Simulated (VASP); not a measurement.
Here is a VASP 6.6.1 calculation.

File INCAR:

```
SYSTEM = In
PREC = Accurate
ENCUT = 520
EDIFF = 1E-6
ISMEAR = -1
SIGMA = 0.1
LREAL = .False.
LASPH = .True.
NELM = 100
ALGO = Normal
ISIF = 2
LWAVE = .False.
LCHARG = .False.
GGA = RP
NBANDS = 20
```

The input KPOINTS:

```
regular mesh
0
Gamma
  9 9 9
  0 0 0
```

File POSCAR:

```
In
1.0
    0.0000000000      3.5673670806      3.5673670806
    3.5673670806      0.0000000000      3.5673670806
    3.5673670806      3.5673670806      0.0000000000
In
2
Direct
    0.1250000000      0.1250000000      0.1250000000
    0.8750000000      0.8750000000      0.8750000000
```

Potentials or basis: VASP PAW PBE potentials, release 64 (In_d).

Command:

```sh
$ cat potpaw_PBE.64/In_d/POTCAR > POTCAR
$ mpirun -np 1 vasp_std > vasp.out
```

**Question.** Predict the band gap on the k mesh.

**Answer.** Zero (bands 13 and 14 overlap by 2.36 eV).

**Question.** Predict the pressure.

**Answer.** -1.3 GPa.

Caveat: the PAW data sets were made with another functional, which shifts forces and pressure a little; spin-orbit coupling is left out, which moves the levels of the heavy elements.
